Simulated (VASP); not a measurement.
# TaN (P-6m2) in VASP: notebook, part 2 of 2

VASP 6.6.1.

### Step 4. Single point, PBEsol (equal xx and yy strain of -3 %)

Input file INCAR:

```
PREC = Accurate ; ENCUT = 520
EDIFF = 1E-6 ; ISMEAR = -1
SIGMA = 0.02 ; LREAL = F
LASPH = T ; NELM = 80
ALGO = Normal ; ISIF = 2
LWAVE = F ; LCHARG = F
GGA = PS ; NBANDS = 15
```

Input file KPOINTS:

```
Automatic mesh
0
Gamma
  12 12 10
```

Input file POSCAR:

```
TaN
1.0
    2.8498588926      0.0000000000      0.0000000000
   -1.4249294463      2.4680501983      0.0000000000
    0.0000000000      0.0000000000      2.8830000000
Ta N
1 1
Direct
    0.3333333333      0.6666666667      0.5000000000
    0.0000000000      0.0000000000      0.0000000000
```

Potentials or basis: VASP PAW PBE potentials, release 64 (Ta_pv, N).

Launch:

```
$ cat potpaw_PBE.64/Ta_pv/POTCAR potpaw_PBE.64/N/POTCAR > POTCAR
$ mpirun -np 1 vasp_std > vasp.out
```

OUTCAR:

```text
PREC = Accurate
   ENCUT = 520
   EDIFF = 1E-6
   ISMEAR = -1
   LREAL = F
   LASPH = T
   NELM = 80
   ISIF = 2
   GGA = PS

 ion  position               nearest neighbor table
   1  0.333  0.667  0.500-   2 2.19   2 2.19   2 2.19   2 2.19   2 2.19   2 2.19
   2  0.000  0.000  0.000-   1 2.19   1 2.19   1 2.19   1 2.19   1 2.19   1 2.19

  LATTYP: Found a hexagonal cell.
 ALAT       =     2.8498588926
 C/A-ratio  =     1.0116290345

  Lattice vectors:

 A1 = (   2.8498588926,   0.0000000000,   0.0000000000)
 A2 = (  -1.4249294463,   2.4680501983,   0.0000000000)
 A3 = (   0.0000000000,   0.0000000000,   2.8830000000)

Analysis of symmetry for initial positions (statically):
=====================================================================
 Subroutine PRICEL returns:
 Original cell was already a primitive cell.

 Routine SETGRP: Setting up the symmetry group for a
 hexagonal supercell.

 Subroutine GETGRP returns: Found 12 space group operations
 (whereof 12 operations were pure point group operations)
 out of a pool of 24 trial point group operations.

The static configuration has the point symmetry D_3h.

[... 164 lines left out ...]
 fundamental gap:      0.1485609992
 Fermi energy:         8.8164923028

 k-point     1 :       0.0000    0.0000    0.0000
  band No.  band energies     occupation
      1     -25.9622      2.00000
      2     -25.5285      2.00000
      3     -25.5285      2.00000
      4      -9.4352      2.00000
      5       4.1240      2.00000
      6       4.1552      2.00000
      7       4.1552      2.00000
      8       5.5775      2.00000
      9      11.6948      0.00000
     10      12.4372      0.00000
     11      12.4372      0.00000
     12      13.0176      0.00000
     13      13.0176      0.00000
     14      22.0999      0.00000
[... 401 lines left out ...]
      2     -25.8977      2.00000
      3     -25.7538      2.00000
      4      -7.4456      2.00000
      5       0.8749      2.00000
      6       3.2803      2.00000
      7       5.1242      2.00000
      8       5.8146      2.00000
      9      11.5708      0.00000
     10      11.9387      0.00000
     11      13.6007      0.00000
     12      14.1407      0.00000
     13      16.4920      0.00000
     14      22.2582      0.00000
     15      22.6168      0.00000

 [... further k-points ...]
[... 5 lines left out ...]
  --------------------------------------------------------------------------------------
  -------------------------------------------------------------------------------------
  Total        3.2414685      3.2414685      0.8313267      0.0000000     -0.0000000     -0.0000000
  in kB      256.1122789    256.1122789     65.6841089      0.0000000     -0.0000000     -0.0000000
  external PRESSURE =     192.6362222 kB  Pullay stress =       0.0000000 kB

 VOLUME and BASIS-vectors are now :
 -----------------------------------------------------------------------------
  energy-cutoff  :      520.00
  volume of cell :       20.28
      direct lattice vectors                 reciprocal lattice vectors
     2.849858893  0.000000000  0.000000000     0.350894566  0.202589072  0.000000000
    -1.424929446  2.468050198  0.000000000     0.000000000  0.405178145  0.000000000
     0.000000000  0.000000000  2.883000000     0.000000000  0.000000000  0.346860909

 POSITION                                       TOTAL-FORCE (eV/Angst)
 -----------------------------------------------------------------------------------
     -0.00000      1.64537      1.44150        -0.000000     -0.000000      0.000000
      0.00000      0.00000      0.00000         0.000000      0.000000      0.000000
 -----------------------------------------------------------------------------------
    total drift:                                0.000000     -0.000000     -0.000000

  FREE ENERGIE OF THE ION-ELECTRON SYSTEM (eV)
  ---------------------------------------------------
  free  energy   TOTEN  =       -23.7226008443 eV

  energy  without entropy=      -23.7225153064  energy(sigma->0) =      -23.72255808
```

OSZICAR:

```text
N       E                     dE             d eps       ncg     rms          rms(c)
DAV:   1     0.895731156632E+02    0.89573E+02   -0.87573E+03  3420   0.114E+03
DAV:   2    -0.232863410663E+02   -0.11286E+03   -0.10628E+03  4057   0.309E+02
DAV:   3    -0.260073879462E+02   -0.27210E+01   -0.27070E+01  4064   0.448E+01
DAV:   4    -0.260184281548E+02   -0.11040E-01   -0.11037E-01  4316   0.300E+00
DAV:   5    -0.260184864580E+02   -0.58303E-04   -0.58301E-04  4099   0.205E-01    0.267E+01
DAV:   6    -0.238086866643E+02    0.22098E+01   -0.34192E+00  4372   0.224E+01    0.117E+01
DAV:   7    -0.237564525090E+02    0.52234E-01   -0.56373E-01  3644   0.576E+00    0.767E+00
DAV:   8    -0.237292022271E+02    0.27250E-01   -0.11541E-01  4288   0.289E+00    0.148E+00
DAV:   9    -0.237226912524E+02    0.65110E-02   -0.12957E-02  3889   0.959E-01    0.174E-01
DAV:  10    -0.237226662481E+02    0.25004E-04   -0.10033E-03  4211   0.375E-01    0.754E-02
DAV:  11    -0.237226004562E+02    0.65792E-04   -0.85894E-05  4085   0.104E-01    0.863E-03
DAV:  12    -0.237226008891E+02   -0.43290E-06   -0.10844E-05  3595   0.303E-02    0.483E-03
DAV:  13    -0.237226008443E+02    0.44793E-07   -0.51303E-08  1836   0.210E-03
   1 F= -.23722601E+02 E0= -.23722558E+02  d E =-.855379E-04
```

stdout:

```text
POSCAR found type information on POSCAR TaN
 POSCAR found :  2 types and       2 ions
 scaLAPACK will be used
 -----------------------------------------------------------------------------
|                                                                             |
|                                                                             |
|     You enforced a specific xc type in the INCAR file but a different       |
|     I HOPE YOU KNOW WHAT YOU ARE DOING!                                     |
|                                                                             |
 -----------------------------------------------------------------------------

 LDA part: xc-table for (Slater+PW92), standard interpolation
 POSCAR, INCAR and KPOINTS ok, starting setup
 FFT: planning ... GRIDC
 FFT: planning ... GRID_SOFT
 FFT: planning ... GRID
 WAVECAR not read
 entering main loop
```

Wall time 19 s (1 thread of Intel Xeon Platinum 8259CL at 2.50GHz (Skylake/Cascade Lake), shared host); peak memory 0.16 GiB.

What came out:

* Free energy: -23.7226 eV
* Pressure: 19.3 GPa
* Band gap on the k mesh: zero (band 8 reaches 8.96 eV, above the bottom of band 9 at 8.57 eV)

Levels at points of the mesh, in eV from the Fermi level:
| k point | band 5 | band 6 | band 7 | band 8 | band 9 | band 10 | band 11 | band 12 |
| --- | --- | --- | --- | --- | --- | --- | --- | --- |
| (0.00, 0.00, 0.00) | -4.69 | -4.66 | -4.66 | -3.24 | 2.88 | 3.62 | 3.62 | 4.20 |
| (0.50, 0.00, 0.00) | -8.70 | -5.86 | -3.88 | -3.19 | 3.02 | 4.62 | 5.29 | 5.92 |
| (0.00, 0.00, 0.50) | -9.86 | -3.77 | -3.77 | -0.24 | -0.24 | 2.07 | 3.62 | 3.62 |
| (0.50, 0.00, 0.50) | -7.75 | -6.56 | -5.90 | -0.41 | 4.51 | 5.97 | 6.26 | 7.65 |

Caveat: the cell differs from its parent crystal (equal xx and yy strain of -3 %); the PAW data sets were made with another functional, which shifts forces and pressure a little; spin-orbit coupling is left out, which moves the levels of the heavy elements.

### Step 5. Single point, PBEsol (equal xx and yy strain of -1 %)

Input file INCAR:

```
ALGO = Normal ; EDIFF = 1E-6
ENCUT = 520 ; GGA = PS
ISIF = 2 ; ISMEAR = -1
LASPH = True ; LCHARG = False
LREAL = False ; LWAVE = False
NBANDS = 15 ; NELM = 100
PREC = Accurate ; SIGMA = 0.02
```

Input file KPOINTS:

```
k-points
0
Gamma
  12 12 10
```

Input file POSCAR:

```
TaN
1.0
    2.9086188698      0.0000000000      0.0000000000
   -1.4543094349      2.5189378312      0.0000000000
    0.0000000000      0.0000000000      2.8830000000
Ta N
1 1
Direct
    0.3333333333      0.6666666667      0.5000000000
    0.0000000000      0.0000000000      0.0000000000
```

Launch:

```
$ cat potpaw_PBE.64/Ta_pv/POTCAR potpaw_PBE.64/N/POTCAR > POTCAR
$ mpirun -np 1 vasp_std > vasp.out
```

Run time: 24 s. Hardware: 1 thread of Intel Xeon Platinum 8259CL at 2.50GHz (Skylake/Cascade Lake), shared host; peak memory 0.17 GiB.

It converged, with:

- Free energy: -23.8019 eV
- Pressure: 2.9 GPa
- Band gap on the k mesh: zero (band 8 reaches 8.68 eV, above the bottom of band 9 at 8.18 eV)

Stress tensor (GPa, compression positive):
```
 4.90  0.00  0.00
 0.00  4.90  0.00
 0.00  0.00 -1.01
```

Levels at points of the mesh, in eV from the Fermi level:
```
           k point  band 4  band 5  band 6  band 7  band 8  band 9  band 10  band 11  band 12  band 13
(0.00, 0.00, 0.00)  -17.98   -4.67   -4.67   -4.45   -3.09    2.36     3.54     3.54     3.98     3.98
(0.50, 0.00, 0.00)  -15.55   -8.51   -5.48   -3.69   -3.25    2.92     4.16     5.17     5.43     7.47
(0.00, 0.00, 0.50)  -15.20   -9.61   -3.83   -3.83   -0.22   -0.22     2.25     3.33     3.33     8.27
(0.50, 0.00, 0.50)  -15.93   -7.55   -6.39   -5.84   -0.44    4.20     5.49     6.07     7.20    10.31
```

Caveat: the cell differs from its parent crystal (equal xx and yy strain of -1 %); the PAW data sets were made with another functional, which shifts forces and pressure a little; spin-orbit coupling is left out, which moves the levels of the heavy elements.

### Step 6. Single point, PBEsol (volume scaled by 0.9405)

Input file INCAR:

```
ALGO = Normal
EDIFF = 1E-7
ENCUT = 520
GGA = PS
ISIF = 2
ISMEAR = -1
LASPH = True
LCHARG = False
LREAL = False
LWAVE = False
NBANDS = 15
NELM = 60
PREC = Accurate
SIGMA = 0.02
```

KPOINTS is that of step 5.

Input file POSCAR:

```
TaN
1.0
    2.8785330664      0.0000000000      0.0000000000
   -1.4392665332      2.4928827612      0.0000000000
    0.0000000000      0.0000000000      2.8246473979
Ta N
1 1
Direct
    0.3333333333      0.6666666667      0.5000000000
    0.0000000000      0.0000000000      0.0000000000
```

Potentials or basis: VASP PAW PBE potentials, release 64 (Ta_pv, N).

Launch:

```
$ cat potpaw_PBE.64/Ta_pv/POTCAR potpaw_PBE.64/N/POTCAR > POTCAR
$ mpirun -np 1 vasp_std > vasp.out
```

Run time: 35 s. Hardware: 1 thread of Intel Xeon Platinum 8259CL at 2.50GHz (Skylake/Cascade Lake), shared host; peak memory 0.16 GiB.

Results (log left out):

| Item | Value |
| --- | --- |
| Free energy | -23.7425 eV |
| Pressure | 20.3 GPa |
| Band gap on the k mesh | zero (band 8 reaches 9.16 eV, above the bottom of band 9 at 8.62 eV) |

Stress tensor (GPa, compression positive):
```
19.34  0.00  0.00
 0.00 19.34  0.00
 0.00  0.00 22.14
```

Levels at points of the mesh, in eV from the Fermi level:
| k point | band 6 | band 7 | band 8 | band 9 | band 10 | band 11 |
| --- | --- | --- | --- | --- | --- | --- |
| (0.00, 0.00, 0.00) | -4.94 | -4.62 | -3.08 | 2.58 | 3.79 | 3.79 |
| (0.50, 0.00, 0.00) | -5.61 | -3.87 | -3.38 | 3.14 | 4.32 | 5.47 |
| (0.00, 0.00, 0.50) | -4.07 | -4.07 | -0.22 | -0.22 | 2.53 | 3.38 |
| (0.50, 0.00, 0.50) | -6.54 | -6.16 | -0.31 | 4.50 | 5.75 | 6.54 |

Caveat: the PAW data sets were made with another functional, which shifts forces and pressure a little; spin-orbit coupling is left out, which moves the levels of the heavy elements.

### Step 7. Overview

```tsv
cell	gap on the mesh (eV)	pressure (GPa)
a = 2.977, b = 2.977, c = 2.921 Å, angles 90.0, 90.0, 120.0°, 2 atoms	none	-16.6
a = 2.996, b = 2.996, c = 2.940 Å, angles 90.0, 90.0, 120.0°, 2 atoms	none	-21.9
a = 2.850, b = 2.850, c = 2.883 Å, angles 90.0, 90.0, 120.0°, 2 atoms	none	19.3
a = 2.909, b = 2.909, c = 2.883 Å, angles 90.0, 90.0, 120.0°, 2 atoms	none	2.9
a = 2.879, b = 2.879, c = 2.825 Å, angles 90.0, 90.0, 120.0°, 2 atoms	none	20.3
```

Alike in all rows: task single point; level PBEsol; potentials or basis VASP PAW PBE potentials, release 64 (Ta_pv, N); no spin polarisation; k mesh 12 × 12 × 10; cutoff (eV) 520; smearing fermi-dirac 0.02 eV.

Caveats: the PAW data sets were made with another functional, which shifts forces and pressure a little; spin-orbit coupling is left out, which moves the levels of the heavy elements.

Total energies depend on the potentials used, so only differences within one code and one set of settings carry meaning.
